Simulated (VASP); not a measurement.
Input of a VASP 6.6.1 run:

File POSCAR:

```
GaSb
1.0
   -2.7716691937      2.7716691937      1.6012417905
    2.7716691937     -2.7716691937      1.6012417905
    2.7716691937      2.7716691937     -1.6012417905
Sb Ga
1 1
Direct
    0.0000000000      0.0000000000      0.0000000000
    0.7500000000      0.2500000000      0.5000000000
```

File INCAR.step1:

```
ALGO     = Normal         # electronic algorithm
EDIFF    = 1E-4           # SCF threshold, eV
ENCUT    = 520            # plane-wave cutoff, eV
GGA      = PE             # functional
ISMEAR   = -1             # smearing method
LASPH    = T              # aspherical terms in the spheres
LCHARG   = F              # write CHGCAR
LREAL    = F              # projectors in reciprocal space
LWAVE    = T              # write WAVECAR
NBANDS   = 16             # bands
NELM     = 80             # most SCF steps
PREC     = Accurate       # precision mode
SIGMA    = 0.05           # smearing width, eV
```

File INCAR.step2:

```
ALGO     = Normal         # electronic algorithm
EDIFF    = 1E-6           # SCF threshold, eV
ENCUT    = 520            # plane-wave cutoff, eV
ISIF     = 2              # what is computed and relaxed
ISMEAR   = -1             # smearing method
ISTART   = 1            
LASPH    = T              # aspherical terms in the spheres
LCHARG   = F              # write CHGCAR
LMIXTAU  = T            
LREAL    = F              # projectors in reciprocal space
LWAVE    = F              # write WAVECAR
METAGGA  = R2SCAN         # meta-GGA
NBANDS   = 16             # bands
NELM     = 80             # most SCF steps
PREC     = Accurate       # precision mode
SIGMA    = 0.05           # smearing width, eV
```

Contents of KPOINTS:

```
k-points
0
Gamma
  10 10 10
```

Potentials or basis: VASP PAW PBE potentials, release 64 (Sb, Ga_d).

Launch:

```bash
$ cat potpaw_PBE.64/Sb/POTCAR potpaw_PBE.64/Ga_d/POTCAR > POTCAR
$ cp INCAR.step1 INCAR
$ mpirun -np 1 vasp_std > vasp.out
$ cp INCAR.step2 INCAR
$ mpirun -np 1 vasp_std > vasp.out
```

(1) Estimate the pressure.

(2) Estimate the band gap on the k mesh.

Answers

(1) -2.4 GPa.

(2) zero (band 9 reaches 8.07 eV, above the bottom of band 10 at 3.46 eV).

Caveat: the PAW data sets were made with another functional, which shifts forces and pressure a little; spin-orbit coupling is left out, which moves the levels of the heavy elements.
